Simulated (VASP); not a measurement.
Set up this calculation in VASP 6.6.1, as the native input.

```yaml
Task: single point
Functional: PBE
Potentials_or_basis: VASP PAW PBE potentials, release 64 (Ta_pv, Mn_pv, N)
Cutoff: 520 eV
k_mesh: 6 × 6 × 6
Occupations: gaussian, width 0.1 eV
Spin: no spin polarisation
Dipole_correction: no
Further_INCAR_settings: ALGO = Normal; EDIFF = 1e-07; NBANDS = 35
```

The structure of TaMn2N3 lies in POSCAR:

```
TaMn2N3
1.0
    4.8119011461      0.0000000000      0.0000000000
   -2.4059505731      4.1672286331      0.0000000000
    0.0000000000      0.0000000000      2.7560900361
Ta Mn N
1 2 3
Direct
    0.0000000000      0.0000000000      0.0000000000
    0.3333333333      0.6666666667      0.5000000000
    0.6666666667      0.3333333333      0.5000000000
    0.5000000000      0.0000000000      0.0000000000
    0.0000000000      0.5000000000      0.0000000000
    0.5000000000      0.5000000000      0.0000000000
```

One way to write it, as run:

INCAR

```
SYSTEM = TaMn2N3
  ALGO = Normal
  EDIFF = 1E-7
  ENCUT = 520
  GGA = PE
  ISIF = 2
  ISMEAR = 0
  LASPH = .True.
  LCHARG = .True.
  LELF = .True.
  LREAL = .False.
  LVHAR = .True.
  LWAVE = .False.
  NBANDS = 35
  NELM = 60
  PREC = Accurate
  SIGMA = 0.1
```

KPOINTS

```
k-points
0
Gamma
  6 6 6
  0 0 0
```

Potentials or basis: VASP PAW PBE potentials, release 64 (Ta_pv, Mn_pv, N).

Command:

```sh
$ cat potpaw_PBE.64/Ta_pv/POTCAR potpaw_PBE.64/Mn_pv/POTCAR potpaw_PBE.64/N/POTCAR > POTCAR
$ mpirun -np 1 vasp_std > vasp.out
```

Results of the run:

* Pressure: 0.6 GPa
* Band gap on the k mesh: zero (band 26 reaches 10.15 eV, above the bottom of band 27 at 8.53 eV)

Caveat: the k points lie up to 0.38 Å⁻¹ apart; spin-orbit coupling is left out, which moves the levels of the heavy elements; the run has no spin polarisation, though such a crystal can be magnetic.

It took 84 s on 1 thread of Oxide Virtual Turin-like Processor, with other jobs on the host, peak memory 0.16 GiB.
